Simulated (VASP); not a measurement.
# C in VASP: further runs

C is run at these levels: LDA; tasks: electric field gradients, single point.

Program: VASP 6.6.1. These are calculated values, not measurements. Logs are shortened: lines on timing, memory, paths and dates and some standing lists are left out, and cuts for length are marked.

**1. The cell of the first run**

Symmetry: Fd-3m, No. 227, cubic system. Conventional cell: a = 3.614 Å, b = 3.614 Å, c = 3.614 Å, α = 90.00°, β = 90.00°, γ = 90.00°. C (site symmetry -43m) has 4 C at 1.56 Å within 2.1 Å.

**2. Electric field gradients, LDA (5.90 Å³/atom)**

File INCAR:

```
PREC = Accurate
ENCUT = 520
EDIFF = 1E-8
ISMEAR = -1
SIGMA = 0.08
LREAL = F
LASPH = T
NELM = 80
ALGO = Normal
ISIF = 2
LWAVE = F
LCHARG = F
GGA = CA
LEFG = T
NBANDS = 11
```

File KPOINTS:

```
regular mesh
0
Gamma
  20 20 20
```

File POSCAR:

```
C
1.0
    0.0000000000      1.8068684808      1.8068684808
    1.8068684808      0.0000000000      1.8068684808
    1.8068684808      1.8068684808      0.0000000000
C
2
Direct
    0.5000000000      0.5000000000      0.5000000000
    0.7500000000      0.7500000000      0.7500000000
```

Potentials or basis: VASP PAW LDA potentials, release 64 (C).

Command:

```
$ cat potpaw_LDA.64/C/POTCAR > POTCAR
$ mpirun -np 1 vasp_std > vasp.out
```

OUTCAR:

```text
PREC = Accurate
   ENCUT = 520
   EDIFF = 1E-8
   ISMEAR = -1
   LREAL = F
   LASPH = T
   NELM = 80
   ISIF = 2
   GGA = CA

 ion  position               nearest neighbor table
   1  0.500  0.500  0.500-   2 1.56   2 1.56   2 1.56   2 1.56
   2  0.750  0.750  0.750-   1 1.56   1 1.56   1 1.56   1 1.56

  LATTYP: Found a face centered cubic cell.
 ALAT       =     3.6137369616

  Lattice vectors:

 A1 = (   0.0000000000,   1.8068684808,   1.8068684808)
 A2 = (   1.8068684808,   0.0000000000,   1.8068684808)
 A3 = (   1.8068684808,   1.8068684808,   0.0000000000)

Analysis of symmetry for initial positions (statically):
=====================================================================
 Subroutine PRICEL returns:
 Original cell was already a primitive cell.

 Routine SETGRP: Setting up the symmetry group for a
 face centered cubic supercell.

 Subroutine GETGRP returns: Found 48 space group operations
 (whereof 24 operations were pure point group operations)
 out of a pool of 48 trial point group operations.

The static configuration has the point symmetry T_d .
 The point group associated with its full space group is O_h .

Analysis of symmetry for dynamics (positions and initial velocities):
=====================================================================
 Subroutine PRICEL returns:
 Original cell was already a primitive cell.

 Routine SETGRP: Setting up the symmetry group for a
 face centered cubic supercell.

 Subroutine GETGRP returns: Found 48 space group operations
 (whereof 24 operations were pure point group operations)
 out of a pool of 48 trial point group operations.

The dynamic configuration has the point symmetry T_d .
 The point group associated with its full space group is O_h .

 Subroutine INISYM returns: Found 48 space group operations
 (whereof 24 operations are pure point group operations),
 and found     1 'primitive' translations

----------------------------------------------------------------------------------------

                                     Primitive cell

  volume of cell :      11.7980

  direct lattice vectors                    reciprocal lattice vectors
     0.000000000  1.806868481  1.806868481    -0.276721856  0.276721856  0.276721856
     1.806868481  0.000000000  1.806868481     0.276721856 -0.276721856  0.276721856
     1.806868481  1.806868481  0.000000000     0.276721856  0.276721856 -0.276721856

  length of vectors
     2.555297911  2.555297911  2.555297911     0.479296315  0.479296315  0.479296315

  position of ions in fractional coordinates (direct lattice)
     0.500000000  0.500000000  0.500000000
     0.750000000  0.750000000  0.750000000

  ion indices of the primitive-cell ions
   primitive index   ion index
                 1           1
                 2           2

----------------------------------------------------------------------------------------

 KPOINTS: regular mesh

Automatic generation of k-mesh.
 Grid dimensions read from file:
 generate k-points for:   20   20   20

 Generating k-lattice:

  Cartesian coordinates                     Fractional coordinates (reciprocal lattice)
    -0.013836093  0.013836093  0.013836093     0.050000000  0.000000000  0.000000000
     0.013836093 -0.013836093  0.013836093     0.000000000  0.050000000  0.000000000
     0.013836093  0.013836093 -0.013836093     0.000000000  0.000000000  0.050000000

  Length of vectors
     0.023964816  0.023964816  0.023964816

  Shift w.r.t. Gamma in fractional coordinates (k-lattice)
     0.000000000  0.000000000  0.000000000

 Subroutine IBZKPT returns following result:
 ===========================================

 Found    256 irreducible k-points:

 Following reciprocal coordinates:
            Coordinates               Weight
  0.000000  0.000000  0.000000      1.000000
  0.050000  0.000000  0.000000      8.000000
  0.100000  0.000000  0.000000      8.000000
  0.150000  0.000000  0.000000      8.000000
  0.200000  0.000000  0.000000      8.000000
  0.250000  0.000000  0.000000      8.000000
[... 16 lines left out ...]
 -0.400000  0.050000  0.000000     24.000000
 -0.350000  0.050000  0.000000     24.000000
 [... further k-points ...]
   k-points           NKPTS =    256   k-points in BZ     NKDIM =    256   number of bands    NBANDS=     11
   number of dos      NEDOS =    301   number of ions     NIONS =      2
   total plane-waves  NPLWV =   8000
   dimension x,y,z NGX =    20 NGY =   20 NGZ =   20
   dimension x,y,z NGXF=    40 NGYF=   40 NGZF=   40
   ions per type =               2
   NGX,Y,Z   is equivalent  to a cutoff of  13.01, 13.01, 13.01 a.u.
   NGXF,Y,Z  is equivalent  to a cutoff of  26.02, 26.02, 26.02 a.u.
 SYSTEM =  unknown system
   PREC   = accura    normal or accurate (medium, high low for compatibility)
   ISTART =      0    job   : 0-new  1-cont  2-samecut
   ICHARG =      2    charge: 1-file 2-atom 10-const
   ISPIN  =      1    spin polarized calculation?
   LNONCOLLINEAR =      F non collinear calculations
   LSORBIT =      F    spin-orbit coupling
   LASPH  =      T    aspherical Exc in radial PAW
   ENCUT  =  520.0 eV  38.22 Ry    6.18 a.u.   4.75  4.75  4.75*2*pi/ulx,y,z
   NELM   =     80;   NELMIN=  2; NELMDL= -5     # of ELM steps
   EDIFF  = 0.1E-07   stopping-criterion for ELM
   LREAL  =      F    real-space projection
   EDIFFG = 0.1E-06   stopping-criterion for IOM
   NSW    =      0    number of steps for IOM
   IBRION =     -1    ionic relax: 0-MD 1-quasi-New 2-CG
   NFREE  =      0    steps in history (QN), initial steepest desc. (CG)
   ISIF   =      2    stress and relaxation
   ISYM   =      2    0-nonsym 1-usesym 2-fastsym
   POTIM  = 0.5000    time-step for ionic-motion
   TEBEG  =    0.0;   TEEND  =   0.0 temperature during run
   PSTRESS=    0.0 pullay stress
   NELECT =       8.0000    total number of electrons
   NUPDOWN=      -1.0000    fix difference up-down
   EMIN   =  10.00;   EMAX   =-10.00  energy-range for DOS
   EFERMI =   0.00;   METHOD = LEGACY
   ISMEAR =    -1;   SIGMA  =   0.08  broadening in eV -4-tet -1-fermi 0-gaus
   EFERMI_NEDOS =   21; number of points for ismear=-14 and -15
   IALGO  =     38    algorithm
   IMIX   =      4    mixing-type and parameters
     AMIX     =   0.40;   BMIX     =  1.00
     AMIX_MAG =   1.60;   BMIX_MAG =  1.00
  volume/ion in A,a.u.               =       5.90        39.81
  Fermi-wavevector in a.u.,A,eV,Ry     =   1.438252  2.717902 28.144583  2.068568
  Thomas-Fermi vector in A             =   2.557239
   LORBIT       =      0    0 simple, 1 ext, 2 COOP (PROOUT), +10 PAW based schemes
   GGA     = CA    functional components
   LHFCALC =     F    Hartree Fock is set to
   AEXX    =    0.0000 exact exchange contribution
   IVDW    =     0    specifies the selected vdW correction
   LEPSILON=     F    determine dielectric tensor
   LRPA    =     F    only Hartree local field effects (RPA)
 non-spin polarized calculation
  energy-cutoff  :      520.00
  volume of cell :       11.80
 maximum number of plane-waves:       332
   NGX =  9   NGY =  9   NGZ =  9

 number of electron       8.0000001 magnetization

 Free energy of the ion-electron system (eV)
  ---------------------------------------------------
  ext. energy  EPLUGINS =         0.00000000
  ---------------------------------------------------
  free energy    TOTEN  =       -20.18053315 eV

  energy without entropy =      -20.18053315  energy(sigma->0) =      -20.18053315

 E-fermi :  10.5599     XC(G=0): -13.3106

 val. band max:        9.1573255580   @ k =   0.0000   0.0000   0.0000
 cond. band min:      13.1647283381   @ k =   0.3500   0.3500   0.0000
 fundamental gap:      4.0074027801
 Fermi energy:        10.5598882086

 k-point     1 :       0.0000    0.0000    0.0000
  band No.  band energies     occupation
      1     -11.6451      2.00000
      2       9.1573      2.00000
      3       9.1573      2.00000
      4       9.1573      2.00000
      5      14.5896      0.00000
      6      14.5896      0.00000
      7      14.5896      0.00000
      8      21.8290      0.00000
      9      27.6550      0.00000
     10      35.3533      0.00000
     11      35.3533      0.00000

 k-point     2 :       0.0500    0.0000    0.0000
  band No.  band energies     occupation
      1     -11.5777      2.00000
      2       8.6941      2.00000
      3       9.0394      2.00000
      4       9.0394      2.00000
      5      14.7432      0.00000
      6      14.7432      0.00000
      7      14.8702      0.00000
      8      21.8868      0.00000
      9      27.7707      0.00000
     10      34.0412      0.00000
     11      34.0412      0.00000

 k-point     3 :       0.1000    0.0000    0.0000
  band No.  band energies     occupation
      1     -11.3757      2.00000
      2       7.5506      2.00000
      3       8.7309      2.00000
      4       8.7309      2.00000
      5      15.1482      0.00000
      6      15.1482      0.00000
      7      15.4777      0.00000
      8      22.0603      0.00000
      9      28.0809      0.00000
     10      32.7561      0.00000
     11      32.7561      0.00000

 k-point     4 :       0.1500    0.0000    0.0000
  band No.  band energies     occupation
      1     -11.0403      2.00000
      2       6.0743      2.00000
      3       8.3224      2.00000
      4       8.3224      2.00000
      5      15.6841      0.00000
      6      15.6841      0.00000
      7      16.1007      0.00000
      8      22.3407      0.00000
      9      28.4781      0.00000
     10      31.8117      0.00000
     11      31.8117      0.00000
[... 239 lines left out ...]
 k-point    22 :      -0.4500    0.0500    0.0000
  band No.  band energies     occupation
      1      -6.2407      2.00000
      2      -3.4040      2.00000
      3       6.1555      2.00000
      4       6.4477      2.00000
      5      17.3387      0.00000
      6      17.4911      0.00000
      7      17.8519      0.00000
      8      24.1796      0.00000
      9      29.8144      0.00000
     10      32.4568      0.00000
     11      33.7184      0.00000

 k-point    23 :      -0.4000    0.0500    0.0000
  band No.  band energies     occupation
      1      -7.1213      2.00000
      2      -2.2686      2.00000
      3       6.1659      2.00000
      4       6.6364      2.00000
      5      17.3641      0.00000
      6      17.4257      0.00000
      7      17.7950      0.00000
      8      24.0473      0.00000
      9      29.5923      0.00000
     10      32.6228      0.00000
     11      32.6888      0.00000

 k-point    24 :      -0.3500    0.0500    0.0000
  band No.  band energies     occupation
      1      -8.0640      2.00000
      2      -0.8585      2.00000
      3       6.2657      2.00000
      4       6.9024      2.00000
      5      17.1897      0.00000
      6      17.4691      0.00000
      7      17.6874      0.00000
      8      23.7968      0.00000
      9      29.3749      0.00000
     10      31.5335      0.00000
     11      32.6884      0.00000

 [... further k-points ...]
[... 5 lines left out ...]
  --------------------------------------------------------------------------------------
  -------------------------------------------------------------------------------------
  Total       -1.9947195     -1.9947195     -1.9947195     -0.0000000      0.0000000      0.0000000
  in kB     -270.8836490   -270.8836490   -270.8836490     -0.0000000      0.0000000      0.0000000
  external PRESSURE =    -270.8836490 kB  Pullay stress =       0.0000000 kB

 VOLUME and BASIS-vectors are now :
 -----------------------------------------------------------------------------
  energy-cutoff  :      520.00
  volume of cell :       11.80
      direct lattice vectors                 reciprocal lattice vectors
     0.000000000  1.806868481  1.806868481    -0.276721856  0.276721856  0.276721856
     1.806868481  0.000000000  1.806868481     0.276721856 -0.276721856  0.276721856
     1.806868481  1.806868481  0.000000000     0.276721856  0.276721856 -0.276721856

 POSITION                                       TOTAL-FORCE (eV/Angst)
 -----------------------------------------------------------------------------------
      1.80687      1.80687      1.80687        -0.000000     -0.000000     -0.000000
      2.71030      2.71030      2.71030         0.000000      0.000000      0.000000
 -----------------------------------------------------------------------------------
    total drift:                                0.000000     -0.000000      0.000000

  FREE ENERGIE OF THE ION-ELECTRON SYSTEM (eV)
  ---------------------------------------------------
  free  energy   TOTEN  =       -20.1805331490 eV

  energy  without entropy=      -20.1805331489  energy(sigma->0) =      -20.18053315

 Electric field gradients (V/A^2)
---------------------------------------------------------------------
 ion       V_xx      V_yy      V_zz      V_xy      V_xz      V_yz
---------------------------------------------------------------------
   1       0.000    -0.000    -0.000     0.000     0.000     0.000
   2       0.000    -0.000     0.000     0.000     0.000     0.000
---------------------------------------------------------------------

 Electric field gradients after diagonalization (V/A^2)
 (convention: |V_zz| > |V_xx| > |V_yy|)
----------------------------------------------------------------------
 ion       V_xx      V_yy      V_zz     asymmetry (V_yy - V_xx)/ V_zz
----------------------------------------------------------------------
   1      -0.000    -0.000     0.000       0.000
   2      -0.000    -0.000     0.000       0.000
----------------------------------------------------------------------

           NMR quadrupolar parameters

 Cq : quadrupolar parameter    Cq=e*Q*V_zz/h
 eta: asymmetry parameters     (V_yy - V_xx)/ V_zz
 Q  : nuclear electric quadrupole moment in mb (millibarn)
----------------------------------------------------------------------
 ion       Cq(MHz)       eta       Q (mb)
----------------------------------------------------------------------
   1       0.000       0.000       1.000
   2       0.000       0.000       1.000
----------------------------------------------------------------------
```

Wall time 34 s (1 thread of Intel Xeon 8259CL, shared host); peak memory 0.13 GiB.

What came out:

- Free energy: -20.1805 eV
- Pressure: -27.1 GPa
- Band gap on the k mesh: 4.01 eV (least direct gap 5.43 eV)
- Largest electric field gradient by atom: zero within the noise of the run

Levels at points of the mesh, in eV from the valence-band top:
```csv
k point,band 1,band 2,band 3,band 4,band 5,band 6,band 7,band 8
"(0.00, 0.00, 0.00)",-20.80,0.00,0.00,0.00,5.43,5.43,5.43,12.67
"(0.50, 0.00, 0.00)",-15.18,-12.93,-2.69,-2.69,8.21,8.21,8.48,15.04
"(0.50, 0.50, 0.00)",-12.34,-12.34,-6.06,-6.06,4.62,4.62,16.04,16.04
```

Caveat: the cell stands under tension.

[end of part 1 of 3]
